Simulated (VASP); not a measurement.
# Sm2Si (P-3m1) in VASP: notebook

Sm2Si is run at these levels: PBE; tasks: single point, relaxation of cell and atoms.

All numbers are computed with VASP 6.6.1; they aren't measurements. Logs are shortened: lines on timing, memory, paths and dates and some standing lists are left out, and cuts for length are marked.

## (1) The cell of the first run

It takes space group P-3m1 (No. 164, trigonal). Conventional cell: a = 3.712 Å, b = 3.712 Å, c = 5.093 Å, α = 90.00°, β = 90.00°, γ = 120.00°. Within 3.4 Å of Sm (site symmetry 3m) lie 3 Si at 2.49 Å and 6 Sm at 3.33 Å. Si (site symmetry -3m) has 6 Sm at 2.49 Å within 3.3 Å.

The cell was generated, and may not be a known phase.

## (2) Single point, PBE

INCAR

```
SYSTEM = Sm2Si
ALGO = Normal ; EDIFF = 1E-6
ENCUT = 500 ; GGA = PE
GGA_COMPAT = .False. ; ISIF = 2
ISMEAR = 0 ; LASPH = .True.
LCHARG = .True. ; LELF = .True.
LMAXMIX = 6 ; LREAL = .False.
LVHAR = .True. ; LWAVE = .False.
NBANDS = 20 ; NELM = 200
PREC = Accurate ; SIGMA = 0.1
```

KPOINTS

```
k-points
0
Gamma
  6 6 4
  0 0 0
```

POSCAR

```
Sm2Si
1.0
    3.7120717300      0.0000000000      0.0000000000
   -1.8560358700      3.2147484200      0.0000000000
    0.0000000000      0.0000000000      5.0926840000
Sm Si
2 1
Direct
    0.3333333300      0.6666666700      0.2500000000
    0.6666666700      0.3333333300      0.7500000000
    0.0000000000      0.0000000000      0.0000000000
```

Potentials or basis: VASP PAW PBE potentials, release 64 (Sm_3, Si), 4f in core.

Launch:

```sh
$ cat potpaw_PBE.64/Sm_3/POTCAR potpaw_PBE.64/Si/POTCAR > POTCAR
$ mpirun -np 1 vasp_std > vasp.out
```

OUTCAR:

```text
SYSTEM = Sm2Si
   EDIFF = 1E-6
   ENCUT = 500
   GGA = PE
   ISIF = 2
   ISMEAR = 0
   LASPH = .True.
   LREAL = .False.
   NELM = 200
   PREC = Accurate

 ion  position               nearest neighbor table
   1  0.333  0.667  0.250-   3 2.49   3 2.49   3 2.49   2 3.33   2 3.33   2 3.33   2 3.33   2 3.33
                             2 3.33
   2  0.667  0.333  0.750-   3 2.49   3 2.49   3 2.49   1 3.33   1 3.33   1 3.33   1 3.33   1 3.33
                             1 3.33
   3  0.000  0.000  0.000-   1 2.49   2 2.49   2 2.49   1 2.49   2 2.49   1 2.49

  LATTYP: Found a hexagonal cell.
 ALAT       =     3.7120717300
 C/A-ratio  =     1.3719249978

  Lattice vectors:

 A1 = (   3.7120717300,   0.0000000000,   0.0000000000)
 A2 = (  -1.8560358700,   3.2147484200,   0.0000000000)
 A3 = (   0.0000000000,   0.0000000000,   5.0926840000)

Analysis of symmetry for initial positions (statically):
=====================================================================
 Subroutine PRICEL returns:
 Original cell was already a primitive cell.

 Routine SETGRP: Setting up the symmetry group for a
 hexagonal supercell.

 Subroutine GETGRP returns: Found 12 space group operations
 (whereof 12 operations were pure point group operations)
 out of a pool of 24 trial point group operations.

The static configuration has the point symmetry D_3d.

Analysis of symmetry for dynamics (positions and initial velocities):
=====================================================================
 Subroutine PRICEL returns:
 Original cell was already a primitive cell.

 Routine SETGRP: Setting up the symmetry group for a
 hexagonal supercell.

 Subroutine GETGRP returns: Found 12 space group operations
 (whereof 12 operations were pure point group operations)
 out of a pool of 24 trial point group operations.

The dynamic configuration has the point symmetry D_3d.

 Subroutine INISYM returns: Found 12 space group operations
 (whereof 12 operations are pure point group operations),
 and found     1 'primitive' translations

----------------------------------------------------------------------------------------

                                     Primitive cell

  volume of cell :      60.7729

[... 84 lines left out ...]
   LNONCOLLINEAR =      F non collinear calculations
   LSORBIT =      F    spin-orbit coupling
   LASPH  =      T    aspherical Exc in radial PAW
   ENCUT  =  500.0 eV  36.75 Ry    6.06 a.u.   6.77  6.77  9.29*2*pi/ulx,y,z
   NELM   =    200;   NELMIN=  2; NELMDL= -5     # of ELM steps
   EDIFF  = 0.1E-05   stopping-criterion for ELM
   LREAL  =      F    real-space projection
   EDIFFG = 0.1E-04   stopping-criterion for IOM
   NSW    =      0    number of steps for IOM
   IBRION =     -1    ionic relax: 0-MD 1-quasi-New 2-CG
   NFREE  =      0    steps in history (QN), initial steepest desc. (CG)
   ISIF   =      2    stress and relaxation
   ISYM   =      2    0-nonsym 1-usesym 2-fastsym
   POTIM  = 0.5000    time-step for ionic-motion
   TEBEG  =    0.0;   TEEND  =   0.0 temperature during run
   PSTRESS=    0.0 pullay stress
   NELECT =      26.0000    total number of electrons
   NUPDOWN=      -1.0000    fix difference up-down
   EMIN   =  10.00;   EMAX   =-10.00  energy-range for DOS
   EFERMI =   0.00;   METHOD = LEGACY
   ISMEAR =     0;   SIGMA  =   0.10  broadening in eV -4-tet -1-fermi 0-gaus
   EFERMI_NEDOS =   21; number of points for ismear=-14 and -15
   IALGO  =     38    algorithm
   IMIX   =      4    mixing-type and parameters
     AMIX     =   0.40;   BMIX     =  1.00
     AMIX_MAG =   1.60;   BMIX_MAG =  1.00
  volume/ion in A,a.u.               =      20.26       136.71
  Fermi-wavevector in a.u.,A,eV,Ry     =   1.233567  2.331103 20.703801  1.521686
  Thomas-Fermi vector in A             =   2.368292
   LORBIT       =      0    0 simple, 1 ext, 2 COOP (PROOUT), +10 PAW based schemes
   GGA     = PE    functional components
   LHFCALC =     F    Hartree Fock is set to
   AEXX    =    0.0000 exact exchange contribution
   IVDW    =     0    specifies the selected vdW correction
   LEPSILON=     F    determine dielectric tensor
   LRPA    =     F    only Hartree local field effects (RPA)
 non-spin polarized calculation
 Gauss-broadening in eV      SIGMA  =   0.10
  energy-cutoff  :      500.00
  volume of cell :       60.77
 maximum number of plane-waves:      1561
 NGX is ok and might be reduce to    28
   NGX = 13   NGY = 13   NGZ = 19

 number of electron      25.9999999 magnetization

 Free energy of the ion-electron system (eV)
  ---------------------------------------------------
  ext. energy  EPLUGINS =         0.00000000
  ---------------------------------------------------
  free energy    TOTEN  =       -11.83183132 eV

  energy without entropy =      -11.82324992  energy(sigma->0) =      -11.82754062

 E-fermi :   5.7264     XC(G=0): -11.1790

 val. band max:        5.6227489069   @ k =   0.3333   0.0000   0.0000
 cond. band min:       5.7399047914   @ k =   0.3333   0.3333   0.2500
 fundamental gap:      0.1171558844
 Fermi energy:         5.7264368709

 k-point     1 :       0.0000    0.0000    0.0000
  band No.  band energies     occupation
      1     -34.2520      2.00000
      2     -33.9537      2.00000
      3     -14.9335      2.00000
      4     -13.7018      2.00000
      5     -13.7018      2.00000
      6     -13.3395      2.00000
[... 541 lines left out ...]
     19      12.4359      0.00000
     20      12.4359      0.00000

------------------------ aborting loop because EDIFF is reached ----------------------------------------

  FORCE on cell =-STRESS in cart. coord.  units (eV):
  Direction    XX          YY          ZZ          XY          YZ          ZX
  --------------------------------------------------------------------------------------
  -------------------------------------------------------------------------------------
  Total       19.0053289     19.0053290     15.8239288     -0.0000000      0.0000000     -0.0000000
  in kB      501.0440312    501.0440316    417.1716849     -0.0000008      0.0000000     -0.0000000
  external PRESSURE =     473.0865826 kB  Pullay stress =       0.0000000 kB

 VOLUME and BASIS-vectors are now :
 -----------------------------------------------------------------------------
  energy-cutoff  :      500.00
  volume of cell :       60.77
      direct lattice vectors                 reciprocal lattice vectors
     3.712071730  0.000000000  0.000000000     0.269391346  0.155533167  0.000000000
    -1.856035870  3.214748420  0.000000000     0.000000000  0.311066332  0.000000000
     0.000000000  0.000000000  5.092684000     0.000000000  0.000000000  0.196360112

 POSITION                                       TOTAL-FORCE (eV/Angst)
 -----------------------------------------------------------------------------------
     -0.00000      2.14317      1.27317         0.000000     -0.000000      5.553245
      1.85604      1.07158      3.81951        -0.000000      0.000000     -5.553245
      0.00000      0.00000      0.00000        -0.000000      0.000000      0.000000
 -----------------------------------------------------------------------------------
    total drift:                               -0.000000      0.000000      0.000000

  FREE ENERGIE OF THE ION-ELECTRON SYSTEM (eV)
  ---------------------------------------------------
  free  energy   TOTEN  =       -11.8318313225 eV

  energy  without entropy=      -11.8232499182  energy(sigma->0) =      -11.82754062
```

stdout:

```text
POSCAR found type information on POSCAR SmSi
 POSCAR found :  2 types and       3 ions
 scaLAPACK will be used
 LDA part: xc-table for (Slater+PW92), standard interpolation
 POSCAR, INCAR and KPOINTS ok, starting setup
 FFT: planning ... GRIDC
 FFT: planning ... GRID_SOFT
 FFT: planning ... GRID
 WAVECAR not read
 entering main loop
```

Wall time 22 s (1 thread of Intel Xeon Platinum 8559C (Emerald Rapids), shared host); peak memory 0.19 GiB.

Results:

```yaml
Free_energy: -11.8318 eV
Pressure: 47.3 GPa
Largest_force: 5.553 eV/Å
Band_gap_on_the_k_mesh: zero (bands 13 and 14 overlap by 1.58 eV)
```

Forces on the atoms (eV/Å):
```
Sm   0.000  0.000  5.553
Sm   0.000  0.000 -5.553
Si   0.000  0.000  0.000
```

Caveat: the stress differs along the axes, from 42 to 50 GPa; spin-orbit coupling is left out, which moves the levels of the heavy elements; the 4f electrons are frozen in the core, so they carry no moment and show no levels; forces of over 1 eV/Å act on the atoms, so gaps and moduli don't describe the material at rest. Spin polarisation is off, so any magnetic state and its effect on volume and gap are missing.

[end of part 1 of 2]

The gap in the log of VASP goes by the Fermi energy; the results here count the filled bands.